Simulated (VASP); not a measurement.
# NaCl in VASP: settings compared

NaCl is run at these levels: PBE, LDA; tasks: single point, relaxation of cell and atoms.

Program: VASP 6.6.1. These are calculated values, not measurements. Logs are shortened: lines on timing, memory, paths and dates and some standing lists are left out, and cuts for length are marked.

### Step 1. The cell of the first run

Symmetry: I4mm, No. 107, tetragonal system. Conventional cell: a = 4.005 Å, b = 4.005 Å, c = 5.663 Å, α = 90.00°, β = 90.00°, γ = 90.00°. Na (site symmetry 4mm) has 6 Cl at 2.74 to 2.92 Å within 3.6 Å. Within 3.6 Å of Cl (site symmetry 4mm) lie 6 Na at 2.74 to 2.92 Å.

### Step 2. Single point, PBE (one atom moved)

The input, INCAR:

```
SYSTEM = NaCl
PREC = Accurate
ENCUT = 520
EDIFF = 1E-6
ISMEAR = 0
SIGMA = 0.02
LREAL = .False.
LASPH = .True.
NELM = 60
ALGO = Normal
ISIF = 2
LWAVE = .False.
LCHARG = .False.
GGA = PE
NBANDS = 14
```

The input, KPOINTS:

```
regular mesh
0
Gamma
  8 8 8
  0 0 0
```

The input, POSCAR:

```
NaCl
1.0
    0.0000000000      2.8317500000      2.8317500000
    2.8317500000      0.0000000000      2.8317500000
    2.8317500000      2.8317500000      0.0000000000
Na Cl
1 1
Direct
   -0.0158912333      0.0158912333      0.0158912333
    0.5000000000      0.5000000000      0.5000000000
```

Potentials or basis: VASP PAW PBE potentials, release 64 (Na_pv, Cl).

Run with:

```bash
cat potpaw_PBE.64/Na_pv/POTCAR potpaw_PBE.64/Cl/POTCAR > POTCAR
mpirun -np 1 vasp_std > vasp.out
```

OUTCAR:

```text
SYSTEM = NaCl
   PREC = Accurate
   ENCUT = 520
   EDIFF = 1E-6
   ISMEAR = 0
   LREAL = .False.
   LASPH = .True.
   NELM = 60
   ISIF = 2
   GGA = PE

 ion  position               nearest neighbor table
   1  0.984  0.016  0.016-
   2  0.500  0.500  0.500-

  LATTYP: Found a face centered cubic cell.
 ALAT       =     5.6635000000

  Lattice vectors:

 A1 = (   0.0000000000,   2.8317500000,   2.8317500000)
 A2 = (   2.8317500000,   0.0000000000,   2.8317500000)
 A3 = (   2.8317500000,   2.8317500000,   0.0000000000)

Analysis of symmetry for initial positions (statically):
=====================================================================
 Subroutine PRICEL returns:
 Original cell was already a primitive cell.

 Routine SETGRP: Setting up the symmetry group for a
 face centered cubic supercell.

 Subroutine GETGRP returns: Found  8 space group operations
 (whereof  8 operations were pure point group operations)
 out of a pool of 48 trial point group operations.

The static configuration has the point symmetry C_4v.

Analysis of symmetry for dynamics (positions and initial velocities):
=====================================================================
 Subroutine PRICEL returns:
 Original cell was already a primitive cell.

 Routine SETGRP: Setting up the symmetry group for a
 face centered cubic supercell.

 Subroutine GETGRP returns: Found  8 space group operations
 (whereof  8 operations were pure point group operations)
 out of a pool of 48 trial point group operations.

The dynamic configuration has the point symmetry C_4v.

 Subroutine INISYM returns: Found  8 space group operations
 (whereof  8 operations are pure point group operations),
 and found     1 'primitive' translations

----------------------------------------------------------------------------------------

                                     Primitive cell

  volume of cell :      45.4145

  direct lattice vectors                    reciprocal lattice vectors
     0.000000000  2.831750000  2.831750000    -0.176569259  0.176569259  0.176569259
     2.831750000  0.000000000  2.831750000     0.176569259 -0.176569259  0.176569259
     2.831750000  2.831750000  0.000000000     0.176569259  0.176569259 -0.176569259

  length of vectors
     4.004699255  4.004699255  4.004699255     0.305826928  0.305826928  0.305826928

  position of ions in fractional coordinates (direct lattice)
     0.984108767  0.015891233  0.015891233
     0.500000000  0.500000000  0.500000000

  ion indices of the primitive-cell ions
   primitive index   ion index
                 1           1
[... 79 lines left out ...]
   ISIF   =      2    stress and relaxation
   ISYM   =      2    0-nonsym 1-usesym 2-fastsym
   POTIM  = 0.5000    time-step for ionic-motion
   TEBEG  =    0.0;   TEEND  =   0.0 temperature during run
   PSTRESS=    0.0 pullay stress
   NELECT =      14.0000    total number of electrons
   NUPDOWN=      -1.0000    fix difference up-down
   EMIN   =  10.00;   EMAX   =-10.00  energy-range for DOS
   EFERMI =   0.00;   METHOD = LEGACY
   ISMEAR =     0;   SIGMA  =   0.02  broadening in eV -4-tet -1-fermi 0-gaus
   EFERMI_NEDOS =   21; number of points for ismear=-14 and -15
   IALGO  =     38    algorithm
   IMIX   =      4    mixing-type and parameters
     AMIX     =   0.40;   BMIX     =  1.00
     AMIX_MAG =   1.60;   BMIX_MAG =  1.00
  volume/ion in A,a.u.               =      22.71       153.24
  Fermi-wavevector in a.u.,A,eV,Ry     =   1.105909  2.089864 16.640388  1.223034
  Thomas-Fermi vector in A             =   2.242402
   LORBIT       =      0    0 simple, 1 ext, 2 COOP (PROOUT), +10 PAW based schemes
   GGA     = PE    functional components
   LHFCALC =     F    Hartree Fock is set to
   AEXX    =    0.0000 exact exchange contribution
   IVDW    =     0    specifies the selected vdW correction
   LEPSILON=     F    determine dielectric tensor
   LRPA    =     F    only Hartree local field effects (RPA)
 non-spin polarized calculation
 Gauss-broadening in eV      SIGMA  =   0.02
  energy-cutoff  :      520.00
  volume of cell :       45.41
 maximum number of plane-waves:      1243
 NGX is ok and might be reduce to    30
   NGX = 15   NGY = 15   NGZ = 15

 number of electron      13.9999993 magnetization

 Free energy of the ion-electron system (eV)
  ---------------------------------------------------
  ext. energy  EPLUGINS =         0.00000000
  ---------------------------------------------------
  free energy    TOTEN  =        -6.77147019 eV

  energy without entropy =       -6.77147019  energy(sigma->0) =       -6.77147019

 E-fermi :  -0.6394     XC(G=0):  -8.1117

 val. band max:       -0.8043451012   @ k =   0.0000   0.0000   0.0000
 cond. band min:       4.2561004479   @ k =   0.0000   0.0000   0.0000
 fundamental gap:      5.0604455491
 Fermi energy:        -0.6394137161

 k-point     1 :       0.0000    0.0000    0.0000
  band No.  band energies     occupation
      1     -21.6437      2.00000
      2     -21.6433      2.00000
      3     -21.6433      2.00000
      4     -13.4351      2.00000
      5      -0.8072      2.00000
      6      -0.8043      2.00000
      7      -0.8043      2.00000
      8       4.2561      0.00000
      9      10.3069      0.00000
     10      10.3069      0.00000
     11      10.3090      0.00000
     12      12.4510      0.00000
     13      12.4654      0.00000
     14      14.0253      0.00000
[... 377 lines left out ...]
      1     -21.6635      2.00000
      2     -21.6514      2.00000
      3     -21.6483      2.00000
      4     -13.0882      2.00000
      5      -2.3403      2.00000
      6      -1.5508      2.00000
      7      -1.2308      2.00000
      8       7.3342      0.00000
      9       8.4178      0.00000
     10       9.3107      0.00000
     11      11.3819      0.00000
     12      13.1391      0.00000
     13      15.3999      0.00000
     14      16.1615      0.00000

 [... further k-points ...]
[... 5 lines left out ...]
  --------------------------------------------------------------------------------------
  -------------------------------------------------------------------------------------
  Total        0.1960428      0.1080905      0.1080905     -0.0000000      0.0000000      0.0000000
  in kB        6.9161867      3.8133207      3.8133207     -0.0000000      0.0000000      0.0000000
  external PRESSURE =       4.8476093 kB  Pullay stress =       0.0000000 kB

 VOLUME and BASIS-vectors are now :
 -----------------------------------------------------------------------------
  energy-cutoff  :      520.00
  volume of cell :       45.41
      direct lattice vectors                 reciprocal lattice vectors
     0.000000000  2.831750000  2.831750000    -0.176569259  0.176569259  0.176569259
     2.831750000  0.000000000  2.831750000     0.176569259 -0.176569259  0.176569259
     2.831750000  2.831750000  0.000000000     0.176569259  0.176569259 -0.176569259

 POSITION                                       TOTAL-FORCE (eV/Angst)
 -----------------------------------------------------------------------------------
      0.09000      2.83175      2.83175        -0.120937      0.000000      0.000000
      2.83175      2.83175      2.83175         0.120937      0.000000      0.000000
 -----------------------------------------------------------------------------------
    total drift:                               -0.000517     -0.000001     -0.000001

  FREE ENERGIE OF THE ION-ELECTRON SYSTEM (eV)
  ---------------------------------------------------
  free  energy   TOTEN  =        -6.7714701910 eV

  energy  without entropy=       -6.7714701910  energy(sigma->0) =       -6.77147019
```

OSZICAR:

```text
N       E                     dE             d eps       ncg     rms          rms(c)
DAV:   1     0.954455057128E+02    0.95446E+02   -0.65952E+03  1652   0.110E+03
DAV:   2     0.134351284805E+01   -0.94102E+02   -0.86510E+02  1848   0.264E+02
DAV:   3    -0.684153163562E+01   -0.81850E+01   -0.81411E+01  2126   0.714E+01
DAV:   4    -0.697018911174E+01   -0.12866E+00   -0.12859E+00  1946   0.963E+00
DAV:   5    -0.697307879101E+01   -0.28897E-02   -0.28895E-02  2156   0.150E+00    0.215E+00
DAV:   6    -0.677732739141E+01    0.19575E+00   -0.32838E-01  2066   0.328E+00    0.160E+00
DAV:   7    -0.676565066106E+01    0.11677E-01   -0.82576E-02  2182   0.164E+00    0.109E+00
DAV:   8    -0.677147236993E+01   -0.58217E-02   -0.10137E-02  1874   0.856E-01    0.297E-01
DAV:   9    -0.677135474264E+01    0.11763E-03   -0.22521E-04  2090   0.114E-01    0.163E-01
DAV:  10    -0.677148254312E+01   -0.12780E-03   -0.34858E-04  1946   0.141E-01    0.713E-02
DAV:  11    -0.677147031299E+01    0.12230E-04   -0.20931E-05  2138   0.413E-02    0.171E-02
DAV:  12    -0.677147019104E+01    0.12195E-06   -0.23185E-06  2024   0.132E-02
   1 F= -.67714702E+01 E0= -.67714702E+01  d E =-.134790E-33
```

stdout:

```text
POSCAR found type information on POSCAR NaCl
 POSCAR found :  2 types and       2 ions
 scaLAPACK will be used
 LDA part: xc-table for (Slater+PW92), standard interpolation
 POSCAR, INCAR and KPOINTS ok, starting setup
 FFT: planning ... GRIDC
 FFT: planning ... GRID_SOFT
 FFT: planning ... GRID
 WAVECAR not read
 entering main loop
```

Run time: 26 s. Hardware: 1 thread of Intel Xeon Platinum 8488C (Sapphire Rapids), shared host; peak memory 0.17 GiB.

Results:

```
Free energy            : -6.7715 eV
Pressure               : 0.5 GPa
Largest force          : 0.121 eV/Å
Band gap on the k mesh : 5.06 eV, direct
```

Forces in eV/Å, atoms in the order of the input:
```
Na  -0.121  0.000  0.000
Cl   0.121  0.000  0.000
```

Caveat: the cell differs from its parent crystal (one atom moved).

(Part 1 of 2 ends here.)
